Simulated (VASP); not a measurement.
Here is a VASP 6.6.1 calculation.

INCAR

```
SYSTEM = HW5S10
PREC = Accurate ; ENCUT = 520
EDIFF = 1E-6 ; ISMEAR = 0
SIGMA = 0.01 ; LREAL = Auto
LASPH = .TRUE. ; NELM = 100
ALGO = Normal ; ISIF = 2
LWAVE = .FALSE. ; LCHARG = .FALSE.
GGA = PE ; NBANDS = 80
NELECT = 130.0
```

File KPOINTS:

```
Automatic mesh
0
G
  1 1 1
  0 0 0
```

File POSCAR:

```
HW5S10
1.0
    4.7816209890     -2.7606701652      0.0000000000
    1.5938736630     -0.9202233884     -7.4744493696
    6.3754946520      5.5213403304      0.0000000000
W S H
5 10 1
Direct
   -0.0126579169      0.9904354854      1.0184699212
    0.3861251205      0.9905354809      0.2105385284
    0.7845642954      0.9905482519      0.4136665678
    0.1936050826      0.9903428184      0.6058341536
    0.5809014347      0.9871116497      0.8121580885
    0.3906041606      0.7754364162      1.0144349212
    0.7886132448      0.7777011678      0.2147579379
    0.1912464688      0.7776929806      0.4094705238
    0.5929067771      0.7754656239      0.6098441637
   -0.0087110467      0.7935227235      0.8122276792
    0.2476551347      0.2036302011      1.0116777182
    0.6468624027      0.2033589329      0.2134054386
    0.0482288434      0.2033206025      0.4108049128
    0.4471950828      0.2035787301      0.6125501999
    0.8502216557      0.1979010111      0.8121236659
    1.0473892597      0.6089179240      0.8117855793
```

Potentials or basis: VASP PAW PBE potentials, release 64 (W_sv, S, H).

Command:

```bash
$ cat potpaw_PBE.64/W_sv/POTCAR potpaw_PBE.64/S/POTCAR potpaw_PBE.64/H/POTCAR > POTCAR
$ mpirun -np 1 vasp_gam > vasp.out
```

Problem. What does it give for the largest force?

Solution. 0.084 eV/Å.

Forces on the atoms (eV/Å):
```
W    0.012  0.005 -0.006
W    0.011 -0.003  0.000
W    0.004 -0.003  0.002
W    0.005 -0.017 -0.017
W   -0.006  0.000 -0.011
S   -0.001 -0.002  0.004
S   -0.004  0.004  0.005
S   -0.005  0.003  0.005
S    0.003 -0.001  0.007
S   -0.015 -0.007  0.082
S   -0.003  0.004  0.000
S    0.002  0.005 -0.005
S    0.000  0.002 -0.005
S   -0.005  0.004 -0.001
S   -0.002  0.003 -0.003
H    0.005  0.003 -0.056
```

Caveat: the k points lie up to 1.24 Å⁻¹ apart; the cell carries a net charge on a neutralising background, which shifts energy and pressure; the cell differs from its parent crystal (with an interstitial atom, then relaxed in part).
